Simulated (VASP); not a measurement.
Wanted: the native input for a VASP 6.6.1 run.

```yaml
Task: single point
Functional: PBEsol
Potentials_or_basis: VASP PAW PBE potentials, release 64 (Na_pv)
Cutoff: 520 eV
k_mesh: 2 × 2 × 2
Occupations: methfessel-paxton, width 0.15 eV
Spin: no spin polarisation
Dipole_correction: no
Further_INCAR_settings: ALGO = Normal; EDIFF = 1e-06; NBANDS = 34
```

The structure of Na lies in POSCAR:

```
Na
1.0
   -4.3420640000      4.3420640000      4.3420640000
    4.3420640000     -4.3420640000      4.3420640000
    4.3420640000      4.3420640000     -4.3420640000
Na
7
Direct
    0.0284589311     -0.0406671804     -0.0010697677
   -0.0008746992     -0.0009659001      0.4990944399
    0.0318200054      0.5312420545      0.5703995842
    0.8948591039      0.3969201053      0.0001508499
    0.4590656655     -0.0411528941      0.4295047240
    0.4594384145      0.5314623414     -0.0014280075
    0.4999957394      0.4983315538      0.4978602342
```

These files were run (other wordings do the same):

INCAR

```
ALGO = Normal ; EDIFF = 1E-6
ENCUT = 520 ; GGA = PS
ISIF = 2 ; ISMEAR = 1
LASPH = T ; LCHARG = T
LELF = T ; LREAL = F
LVHAR = T ; LWAVE = F
NBANDS = 34 ; NELM = 100
PREC = Accurate ; SIGMA = 0.15
```

KPOINTS

```
k-points
0
Gamma
  2 2 2
```

Potentials or basis: VASP PAW PBE potentials, release 64 (Na_pv).

Command:

```console
$ cat potpaw_PBE.64/Na_pv/POTCAR > POTCAR
$ mpirun -np 1 vasp_std > vasp.out
```

Results of the run:

```json
{
  "Pressure": "-0.6 GPa",
  "Largest force": "0.179 eV/Å",
  "Band gap on the k mesh": "zero (an odd number of electrons rules out a gap without spin polarisation)"
}
```

Caveat: the k points lie up to 0.51 Å⁻¹ apart, too coarse for converged energies and pressures of a metal; the PAW data sets were made with another functional, which shifts forces and pressure a little.

It took 96 s on 1 thread of Intel(R) Xeon(R) Platinum 8259CL CPU @ 2.50GHz (Skylake/Cascade Lake), with other jobs on the host, peak memory 0.43 GiB.
